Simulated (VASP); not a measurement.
Wanted: the native input for a VASP 6.6.1 run.

```yaml
Task: single point
Functional: PBE
Potentials_or_basis: VASP PAW PBE potentials, release 64 (K_sv, Br)
Cutoff: 520 eV
k_mesh: 4 × 4 × 2
Occupations: gaussian, width 0.1 eV
Spin: no spin polarisation
Dipole_correction: no
Further_INCAR_settings: ALGO = Normal; EDIFF = 1e-06; NBANDS = 23
```

The structure of KBr3 lies in POSCAR:

```
KBr3
1.0
    4.1387611300      0.0000000000      0.0000000000
    0.0000000000      4.1387611300      0.0000000000
    0.0000000000      0.0000000000      7.7497318200
K Br
1 3
Direct
    0.0000000000      0.0000000000      0.5000000000
    0.0000000000      0.0000000000      0.0000000000
    0.0000000000      0.0000000000      0.2203962700
    0.0000000000      0.0000000000      0.7796037300
```

The cell was built from a structure type or drawn by symmetry, and may not be a known phase.

These files were run (other wordings do the same):

INCAR

```
  ALGO = Normal
  EDIFF = 1E-6
  ENCUT = 520
  GGA = PE
  ISIF = 2
  ISMEAR = 0
  LASPH = T
  LCHARG = F
  LREAL = F
  LWAVE = F
  NBANDS = 23
  NELM = 100
  PREC = Accurate
  SIGMA = 0.1
```

KPOINTS

```
k-points
0
Gamma
  4 4 2
```

Potentials or basis: VASP PAW PBE potentials, release 64 (K_sv, Br).

Run with:

```bash
$ cat potpaw_PBE.64/K_sv/POTCAR potpaw_PBE.64/Br/POTCAR > POTCAR
$ mpirun -np 1 vasp_std > vasp.out
```

It gave:

| Quantity | Value |
| --- | --- |
| Pressure | 74.4 GPa |
| Largest force | 34.108 eV/Å |
| Band gap on the k mesh | zero (bands 15 and 16 overlap by 1.30 eV) |

Caveat: the k points lie up to 0.41 Å⁻¹ apart, too coarse for converged energies and pressures of a metal; forces of over 1 eV/Å act on the atoms, so gaps and moduli don't describe the material at rest.

It took 21 s on 1 thread of Intel(R) Xeon(R) Platinum 8488C (Sapphire Rapids) (shared host), peak memory 0.24 GiB.
